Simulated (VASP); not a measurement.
# Na3Ti2O (P4/mmm) in VASP: notebook, part 2 of 2

VASP 6.6.1. Earlier steps stand in the parts before.

### 3 Single point, PBE, collinear spin

This run uses another cell than the first one, of 19.27 Å³/atom.

Input file INCAR:

```
  PREC = Accurate
  ENCUT = 520
  EDIFF = 1E-6
  ISMEAR = 0
  SIGMA = 0.1
  LREAL = False
  LASPH = True
  NELM = 150
  ALGO = Normal
  ISIF = 2
  LWAVE = False
  LCHARG = False
  ISPIN = 2
  MAGMOM = 0 0 0 1 1 0
  LORBIT = 11
  LMAXMIX = 4
  GGA = PE
  NBANDS = 38
```

Input file KPOINTS:

```
regular mesh
0
Gamma
  6 6 2
```

Input file POSCAR:

```
Na3Ti2O
1.0
    2.7998735777      0.0000000000      0.0000000000
    0.0000000000      2.7998735777      0.0000000000
    0.0000000000      0.0000000000     14.7471485754
Na Ti O
3 2 1
Direct
    0.5000000000      0.5000000000      0.0856879982
    0.5000000000      0.5000000000      0.5000000000
    0.5000000000      0.5000000000      0.9143120018
    0.0000000000      0.0000000000      0.3010415182
    0.0000000000      0.0000000000      0.6989584818
    0.0000000000      0.0000000000      0.0000000000
```

Potentials or basis: VASP PAW PBE potentials, release 64 (Na_pv, Ti_sv, O).

Launch:

```sh
$ cat potpaw_PBE.64/Na_pv/POTCAR potpaw_PBE.64/Ti_sv/POTCAR potpaw_PBE.64/O/POTCAR > POTCAR
$ mpirun -np 1 vasp_std > vasp.out
```

OUTCAR:

```text
PREC = Accurate
   ENCUT = 520
   EDIFF = 1E-6
   ISMEAR = 0
   LREAL = False
   LASPH = True
   NELM = 150
   ISIF = 2
   ISPIN = 2
   LORBIT = 11
   GGA = PE

 ion  position               nearest neighbor table
   1  0.500  0.500  0.086-   6 2.35   6 2.35   6 2.35   6 2.35   3 2.53
   2  0.500  0.500  0.500-
   3  0.500  0.500  0.914-   6 2.35   6 2.35   6 2.35   6 2.35   1 2.53
   4  0.000  0.000  0.301-
   5  0.000  0.000  0.699-
   6  0.000  0.000  0.000-   1 2.35   3 2.35   1 2.35   3 2.35   1 2.35   3 2.35   1 2.35   3 2.35

  LATTYP: Found a simple tetragonal cell.
 ALAT       =     2.7998735777
 C/A-ratio  =     5.2670765898

  Lattice vectors:

[... 1829 lines left out ...]
 -----------------------------------------------------------------------------------
      1.39994      1.39994      1.26365         0.000000      0.000000     -0.025019
      1.39994      1.39994      7.37357         0.000000      0.000000      0.000000
      1.39994      1.39994     13.48349        -0.000000     -0.000000      0.025019
      0.00000      0.00000      4.43950         0.000000      0.000000      0.010435
      0.00000      0.00000     10.30764        -0.000000      0.000000     -0.010435
      0.00000      0.00000      0.00000         0.000000      0.000000      0.000000
 -----------------------------------------------------------------------------------
    total drift:                                0.000000      0.000000      0.000000

  FREE ENERGIE OF THE ION-ELECTRON SYSTEM (eV)
  ---------------------------------------------------
  free  energy   TOTEN  =       -23.9233012367 eV

  energy  without entropy=      -23.8939252126  energy(sigma->0) =      -23.90861322

 total charge

# of ion       s       p       d       tot
------------------------------------------
    1        0.083   6.006   0.000   6.089
    2        0.124   5.992   0.000   6.116
    3        0.083   6.006   0.000   6.089
    4        2.217   6.038   1.885  10.140
    5        2.217   6.038   1.885  10.140
    6        1.571   3.337   0.000   4.908
--------------------------------------------------
tot          6.296  33.416   3.771  43.483

 magnetization (x)

# of ion       s       p       d       tot
------------------------------------------
    1       -0.003   0.001   0.000  -0.002
    2       -0.006   0.002   0.000  -0.003
    3       -0.003   0.001   0.000  -0.002
    4        0.018   0.024   0.855   0.896
    5        0.018   0.024   0.855   0.896
    6        0.004   0.281   0.000   0.285
--------------------------------------------------
tot          0.028   0.333   1.710   2.071
```

It took 2.3 min on 1 thread of Intel Xeon 6975P-C (Granite Rapids), shared host; peak memory 0.37 GiB.

Results:

```yaml
Free_energy: -23.9233 eV
Pressure: 0.0 GPa
Largest_force: 0.025 eV/Å
Net_moment: 2.74 μB per cell
Site_moments: Na -0.00; Ti +0.90; O +0.28 μB
Valence_electrons_inside_the_program's_atomic_spheres: Na 6.09, 6.12 (each value once); Ti 10.14; O 4.91
```

Forces on the atoms (eV/Å):
```
Na   0.000  0.000 -0.025
Na   0.000  0.000  0.000
Na   0.000  0.000  0.025
Ti   0.000  0.000  0.010
Ti   0.000  0.000 -0.010
O    0.000  0.000  0.000
```

Stress tensor (GPa, compression positive):
```
-0.06  0.00  0.00
 0.00 -0.06  0.00
 0.00  0.00  0.05
```

Levels at points of the mesh, in eV from the Fermi level:
Spin up:
| k point | band 25 | band 26 | band 27 | band 28 | band 29 | band 30 |
| --- | --- | --- | --- | --- | --- | --- |
| (0.00, 0.00, 0.00) | -1.03 | -0.67 | -0.38 | -0.18 | -0.18 | 1.90 |
| (0.50, 0.00, 0.00) | -0.05 | 0.04 | 0.36 | 0.41 | 0.57 | 1.55 |
| (0.50, 0.50, 0.00) | -0.10 | -0.08 | -0.08 | 1.14 | 1.29 | 3.31 |
| (0.00, 0.00, 0.50) | -1.06 | -0.65 | -0.48 | -0.18 | -0.18 | 1.90 |
| (0.50, 0.00, 0.50) | -0.02 | 0.04 | 0.34 | 0.35 | 0.59 | 1.55 |
| (0.50, 0.50, 0.50) | -0.10 | -0.08 | -0.08 | 1.15 | 1.27 | 3.31 |
Spin down:
```tsv
k point	band 22	band 23	band 24	band 25	band 26	band 27
(0.00, 0.00, 0.00)	-2.13	-0.36	-0.14	-0.01	-0.01	0.19
(0.50, 0.00, 0.00)	-0.52	-0.42	-0.22	0.65	0.69	0.74
(0.50, 0.50, 0.00)	-1.39	-0.84	0.55	0.55	0.57	0.57
(0.00, 0.00, 0.50)	-1.76	-0.66	-0.01	-0.01	0.02	0.17
(0.50, 0.00, 0.50)	-0.51	-0.39	-0.24	0.66	0.69	0.72
(0.50, 0.50, 0.50)	-1.39	-0.84	0.55	0.55	0.57	0.57
```

Caveat: the k points lie up to 0.37 Å⁻¹ apart.
